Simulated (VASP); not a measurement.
# TaF3 (P6/mmm) in VASP: further runs, part 2 of 2

VASP 6.6.1.

## Step 4: Single point, PBE, collinear spin

This run uses another cell than the first one, of 12.33 Å³/atom.

Contents of INCAR:

```
PREC     = Accurate       # precision mode
ENCUT    = 520            # plane-wave cutoff, eV
EDIFF    = 1E-6           # SCF threshold, eV
ISMEAR   = 0              # smearing method
SIGMA    = 0.1            # smearing width, eV
LREAL    = F              # projectors in reciprocal space
LASPH    = T              # aspherical terms in the spheres
NELM     = 150            # most SCF steps
ALGO     = Normal         # electronic algorithm
ISIF     = 2              # what is computed and relaxed
LWAVE    = F              # write WAVECAR
LCHARG   = F              # write CHGCAR
ISPIN    = 2              # spin polarisation
MAGMOM   = 1 0 0 0        # initial moments
LORBIT   = 11             # projections on sites
LMAXMIX  = 4              # l up to which the mixer works
GGA      = PE             # functional
NBANDS   = 28             # bands
```

Contents of KPOINTS:

```
Automatic mesh
0
Gamma
  6 6 4
```

Contents of POSCAR:

```
TaF3
1.0
    4.3222321236      0.0000000000      0.0000000000
   -2.1611160618      3.7431628201      0.0000000000
    0.0000000000      0.0000000000      3.0494807880
Ta F
1 3
Direct
    0.0000000000      0.0000000000      0.0000000000
    0.5000000000      0.0000000000      0.0000000000
    0.0000000000      0.5000000000      0.0000000000
    0.5000000000      0.5000000000      0.0000000000
```

Potentials or basis: VASP PAW PBE potentials, release 64 (Ta_pv, F).

Run with:

```bash
cat potpaw_PBE.64/Ta_pv/POTCAR potpaw_PBE.64/F/POTCAR > POTCAR
mpirun -np 1 vasp_std > vasp.out
```

OUTCAR:

```text
PREC = Accurate
   ENCUT = 520
   EDIFF = 1E-6
   ISMEAR = 0
   LREAL = F
   LASPH = T
   NELM = 150
   ISIF = 2
   ISPIN = 2
   LORBIT = 11
   GGA = PE

 ion  position               nearest neighbor table
   1  0.000  0.000  0.000-   2 2.16   2 2.16   4 2.16   3 2.16   3 2.16   4 2.16
   2  0.500  0.000  0.000-   1 2.16   1 2.16
   3  0.000  0.500  0.000-   1 2.16   1 2.16
   4  0.500  0.500  0.000-   1 2.16   1 2.16

  LATTYP: Found a hexagonal cell.
 ALAT       =     4.3222321236
 C/A-ratio  =     0.7055337846

  Lattice vectors:

 A1 = (   4.3222321236,   0.0000000000,   0.0000000000)
 A2 = (  -2.1611160618,   3.7431628201,   0.0000000000)
 A3 = (   0.0000000000,   0.0000000000,   3.0494807880)

Analysis of symmetry for initial positions (statically):
=====================================================================
 Subroutine PRICEL returns:
 Original cell was already a primitive cell.

 Routine SETGRP: Setting up the symmetry group for a
 hexagonal supercell.

 Subroutine GETGRP returns: Found 24 space group operations
 (whereof 24 operations were pure point group operations)
 out of a pool of 24 trial point group operations.

The static configuration has the point symmetry D_6h.

Analysis of symmetry for dynamics (positions and initial velocities):
=====================================================================
 Subroutine PRICEL returns:
 Original cell was already a primitive cell.

 Routine SETGRP: Setting up the symmetry group for a
 hexagonal supercell.

 Subroutine GETGRP returns: Found 24 space group operations
 (whereof 24 operations were pure point group operations)
 out of a pool of 24 trial point group operations.

The dynamic configuration has the point symmetry D_6h.

Analysis of structural, dynamic, and magnetic symmetry:
[... 156 lines left out ...]
  ---------------------------------------------------
  free energy    TOTEN  =       -25.01862808 eV

  energy without entropy =      -25.01178359  energy(sigma->0) =      -25.01520584

 E-fermi :   3.0149     XC(G=0): -10.6480

 val. band max:        2.8781913745   @ k =   0.5000   0.0000   0.5000
 cond. band min:       3.0186629714   @ k =   0.3333   0.1667   0.5000
 fundamental gap:      0.1404715970
 Fermi energy:         3.0148654102

 spin component 1

 k-point     1 :       0.0000    0.0000    0.0000
  band No.  band energies     occupation
      1     -33.7662      1.00000
      2     -33.7662      1.00000
      3     -32.9371      1.00000
      4     -22.2231      1.00000
      5     -20.2357      1.00000
      6     -20.2357      1.00000
[... 640 lines left out ...]
     27      19.2280      0.00000
     28      19.8840      0.00000
 Fermi energy:         3.0148654102

 spin component 2

 k-point     1 :       0.0000    0.0000    0.0000
  band No.  band energies     occupation
      1     -33.7662      1.00000
      2     -33.7662      1.00000
      3     -32.9371      1.00000
      4     -22.2232      1.00000
      5     -20.2357      1.00000
      6     -20.2357      1.00000
[... 640 lines left out ...]
     27      19.2279      0.00000
     28      19.8840      0.00000

------------------------ aborting loop because EDIFF is reached ----------------------------------------

  FORCE on cell =-STRESS in cart. coord.  units (eV):
  Direction    XX          YY          ZZ          XY          YZ          ZX
  --------------------------------------------------------------------------------------
  -------------------------------------------------------------------------------------
  Total        0.0295040      0.0295040     -0.1490276      0.0000000      0.0000000      0.0000000
  in kB        0.9581168      0.9581168     -4.8395448      0.0000000      0.0000000      0.0000000
  external PRESSURE =      -0.9744371 kB  Pullay stress =       0.0000000 kB

 VOLUME and BASIS-vectors are now :
 -----------------------------------------------------------------------------
  energy-cutoff  :      520.00
  volume of cell :       49.34
      direct lattice vectors                 reciprocal lattice vectors
     4.322232124  0.000000000  0.000000000     0.231361938  0.133576877  0.000000000
    -2.161116062  3.743162820  0.000000000     0.000000000  0.267153754  0.000000000
     0.000000000  0.000000000  3.049480788     0.000000000  0.000000000  0.327924676

 POSITION                                       TOTAL-FORCE (eV/Angst)
 -----------------------------------------------------------------------------------
      0.00000      0.00000      0.00000         0.000000      0.000000      0.000000
      2.16112      0.00000      0.00000         0.000000      0.000000      0.000000
     -1.08056      1.87158      0.00000        -0.000000      0.000000      0.000000
      1.08056      1.87158      0.00000         0.000000      0.000000      0.000000
 -----------------------------------------------------------------------------------
    total drift:                                0.000000      0.000000     -0.000000

  FREE ENERGIE OF THE ION-ELECTRON SYSTEM (eV)
  ---------------------------------------------------
  free  energy   TOTEN  =       -25.0186280788 eV

  energy  without entropy=      -25.0117835925  energy(sigma->0) =      -25.01520584

 total charge

# of ion       s       p       d       tot
------------------------------------------
    1        0.329   6.133   1.881   8.343
    2        1.745   4.370   0.000   6.114
    3        1.745   4.370   0.000   6.114
    4        1.745   4.370   0.000   6.114
--------------------------------------------------
tot          5.563  19.242   1.881  26.686

 magnetization (x)

# of ion       s       p       d       tot
------------------------------------------
    1        0.000  -0.000  -0.000  -0.000
    2       -0.000  -0.000   0.000  -0.000
    3       -0.000  -0.000   0.000  -0.000
    4       -0.000  -0.000   0.000  -0.000
--------------------------------------------------
tot          0.000  -0.000  -0.000  -0.000
```

OSZICAR:

```text
N       E                     dE             d eps       ncg     rms          rms(c)
DAV:   1     0.255043687038E+03    0.25504E+03   -0.17411E+04  2360   0.113E+03
DAV:   2    -0.167637143725E+02   -0.27181E+03   -0.25537E+03  2804   0.337E+02
DAV:   3    -0.298375702059E+02   -0.13074E+02   -0.12964E+02  2696   0.722E+01
DAV:   4    -0.299243876124E+02   -0.86817E-01   -0.86764E-01  2756   0.644E+00
DAV:   5    -0.299249435204E+02   -0.55591E-03   -0.55583E-03  2552   0.506E-01    0.185E+01
DAV:   6    -0.252662866238E+02    0.46587E+01   -0.84660E+00  2656   0.257E+01    0.719E+00
DAV:   7    -0.250807957231E+02    0.18549E+00   -0.46851E-01  2472   0.478E+00    0.443E+00
DAV:   8    -0.250250670413E+02    0.55729E-01   -0.17061E-01  2492   0.323E+00    0.146E+00
DAV:   9    -0.250194467523E+02    0.56203E-02   -0.84142E-03  2484   0.629E-01    0.436E-01
DAV:  10    -0.250184111047E+02    0.10356E-02   -0.37897E-03  2532   0.440E-01    0.262E-01
DAV:  11    -0.250186240484E+02   -0.21294E-03   -0.35111E-04  2448   0.149E-01    0.788E-02
DAV:  12    -0.250186365884E+02   -0.12540E-04   -0.69864E-05  2448   0.669E-02    0.364E-02
DAV:  13    -0.250186318097E+02    0.47787E-05   -0.65834E-06  2484   0.193E-02    0.180E-02
DAV:  14    -0.250186279813E+02    0.38284E-05   -0.14647E-06  1956   0.892E-03    0.310E-03
DAV:  15    -0.250186280788E+02   -0.97587E-07   -0.21072E-07  1640   0.358E-03
   1 F= -.25018628E+02 E0= -.25015206E+02  d E =-.684449E-02  mag=     0.0000
```

Run time: 46 s. Hardware: 1 thread of Intel Xeon 8259CL, shared host; peak memory 0.2 GiB.

Results:

| Item | Value |
| --- | --- |
| Free energy | -25.0186 eV |
| Pressure | -0.1 GPa |
| Band gap on the k mesh | zero (filled and empty bands overlap) |
| Net moment | 0.00 μB per cell |
| Valence electrons inside the program's atomic spheres | Ta 8.34; F 6.11 |

Levels at points of the mesh, in eV from the Fermi level:
Spin up:
| k point | band 14 | band 15 | band 16 | band 17 | band 18 | band 19 |
| --- | --- | --- | --- | --- | --- | --- |
| (0.00, 0.00, 0.00) | -3.29 | -1.83 | -1.83 | 1.36 | 1.36 | 1.64 |
| (0.50, 0.00, 0.00) | -4.06 | -3.03 | -2.11 | 2.06 | 2.26 | 2.69 |
| (0.00, 0.00, 0.50) | -1.80 | -1.80 | -0.98 | -0.98 | 1.68 | 1.68 |
| (0.50, 0.00, 0.50) | -4.25 | -2.08 | -0.14 | 0.84 | 2.54 | 4.07 |
Spin down:
| k point | band 13 | band 14 | band 15 | band 16 | band 17 | band 18 | band 19 | band 20 |
| --- | --- | --- | --- | --- | --- | --- | --- | --- |
| (0.00, 0.00, 0.00) | -3.87 | -3.29 | -1.83 | -1.83 | 1.36 | 1.36 | 1.64 | 1.64 |
| (0.50, 0.00, 0.00) | -4.39 | -4.06 | -3.03 | -2.11 | 2.06 | 2.26 | 2.69 | 4.74 |
| (0.00, 0.00, 0.50) | -4.16 | -1.80 | -1.80 | -0.98 | -0.98 | 1.68 | 1.68 | 3.57 |
| (0.50, 0.00, 0.50) | -5.05 | -4.25 | -2.08 | -0.14 | 0.84 | 2.54 | 4.07 | 4.92 |

Caveat: the k points lie up to 0.52 Å⁻¹ apart, too coarse for converged energies and pressures of a metal; spin-orbit coupling is left out, which moves the levels of the heavy elements.

## Step 5: Summary

```tsv
task	spin	cell	k mesh	cutoff (eV)	gap on the mesh (eV)	pressure (GPa)	moment (μB)
relaxation of cell and atoms	collinear	relaxed from a = 4.458, b = 4.458, c = 4.392 Å, angles 90.0, 90.0, 120.0°, 4 atoms	6 × 6 × 4	600	none	0.0	0.00
single point	off	a = 4.334, b = 4.334, c = 2.862 Å, angles 90.0, 90.0, 120.0°, 4 atoms	6 × 6 × 6	520	none	-0.1	-
single point	collinear	a = 4.322, b = 4.322, c = 3.049 Å, angles 90.0, 90.0, 120.0°, 4 atoms	6 × 6 × 4	520	none	-0.1	0.00
```

Alike in all rows: level PBE; potentials or basis VASP PAW PBE potentials, release 64 (Ta_pv, F); smearing gaussian 0.1 eV.

Caveats: some runs use coarse meshes; spin-orbit coupling is left out, which moves the levels of the heavy elements; the volume moved by over 15 % at a fixed basis, so the end points are rough (at least some runs).

Total energies depend on the potentials used, so only differences within one code and one set of settings carry meaning.
